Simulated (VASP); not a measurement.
Input of a VASP 6.6.1 run:

Contents of POSCAR:

```
Ga3P2N
1.0
   -1.8246747681      1.8246747681      7.6278373429
    1.8246747681     -1.8246747681      7.6278373429
    1.8246747681      1.8246747681     -7.6278373429
N Ga P
1 3 2
Direct
    0.0000000000      0.0000000000      0.0000000000
    0.5644968171      0.0644968171      0.5000000000
    0.2500000000      0.7500000000      0.5000000000
    0.9355031829      0.4355031829      0.5000000000
    0.6574108638      0.6574108638      0.0000000000
    0.3425891362      0.3425891362      0.0000000000
```

File INCAR.step1:

```
  ALGO = Normal
  EDIFF = 1E-4
  ENCUT = 520
  GGA = PE
  ISMEAR = -1
  LASPH = T
  LCHARG = F
  LREAL = F
  LWAVE = T
  NBANDS = 36
  NELM = 60
  PREC = Accurate
  SIGMA = 0.02
```

Contents of INCAR.step2:

```
  ALGO = Normal
  EDIFF = 1E-6
  ENCUT = 520
  ISIF = 2
  ISMEAR = -1
  ISTART = 1
  LASPH = T
  LCHARG = F
  LMIXTAU = T
  LREAL = F
  LWAVE = F
  METAGGA = R2SCAN
  NBANDS = 36
  NELM = 60
  PREC = Accurate
  SIGMA = 0.02
```

File KPOINTS:

```
k-points
0
Gamma
  8 8 8
```

Potentials or basis: VASP PAW PBE potentials, release 64 (N, Ga_d, P).

Launch:

```bash
$ cat potpaw_PBE.64/N/POTCAR potpaw_PBE.64/Ga_d/POTCAR potpaw_PBE.64/P/POTCAR > POTCAR
$ cp INCAR.step1 INCAR
$ mpirun -np 1 vasp_std > vasp.out
$ cp INCAR.step2 INCAR
$ mpirun -np 1 vasp_std > vasp.out
```

Estimate the band gap on the k mesh.

0.60 eV.

What does it give for the pressure?

0.1 GPa.

Predict the largest force.

0.057 eV/Å.

Forces on the atoms (eV/Å):
```
N    0.000  0.000  0.000
Ga   0.000  0.000  0.057
Ga   0.000  0.000  0.000
Ga   0.000  0.000 -0.057
P    0.000  0.000 -0.001
P    0.000  0.000  0.001
```

Caveat: the PAW data sets were made with another functional, which shifts forces and pressure a little. A k mesh can miss the band edges.
